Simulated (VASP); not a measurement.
TiAl3 (lda):

```xyz
4
Lattice="3.9557 0.0000 0.0000 0.0000 3.9557 0.0000 0.0000 0.0000 3.9557" Properties=species:S:1:pos:R:3 pbc="T T T"
Ti    0.0000    0.0000    0.0000
Al    1.9778    1.9778    0.0000
Al    1.9778    0.0000    1.9778
Al    0.0000    1.9778    1.9778
```

* Program: VASP 6.6.1
* Task: relaxation of cell and atoms
* Functional: LDA
* Potentials or basis: VASP PAW LDA potentials, release 64 (Ti_sv, Al)
* Cutoff: 600 eV
* k mesh: 10 × 10 × 10
* Occupations: gaussian, width 0.1 eV
* Spin: no spin polarisation

At the start: pressure -3.7 GPa; volume 15.47 Å³/atom.

**Question.** Where does the relaxation end?

**Answer.** Over 3 steps the energy falls by 5.8 meV/atom and the volume is 14.98 Å³/atom (-3.2 %); space group Pm-3m (No. 221, to 0.05 Å).

The path:
```
step  energy change (eV)  largest force (eV/Å)  pressure (GPa)  volume (Å³)
   1              0.0000                0.0000           -3.66        61.90
   2             -0.0152                0.0000            2.29        58.78
   3             -0.0231                0.0000           -0.02        59.91
```

Final structure:
```cif
data_structure
_symmetry_space_group_name_H-M 'P 1'
_symmetry_Int_Tables_number 1
_cell_length_a 3.9129
_cell_length_b 3.9129
_cell_length_c 3.9129
_cell_angle_alpha 90.000
_cell_angle_beta 90.000
_cell_angle_gamma 90.000
_cell_volume 59.91
loop_
_atom_site_label
_atom_site_type_symbol
_atom_site_fract_x
_atom_site_fract_y
_atom_site_fract_z
_atom_site_occupancy
Ti1 Ti 0.00000 0.00000 0.00000 1
Al1 Al 0.50000 0.50000 0.00000 1
Al2 Al 0.50000 0.00000 0.50000 1
Al3 Al 0.00000 0.50000 0.50000 1
```
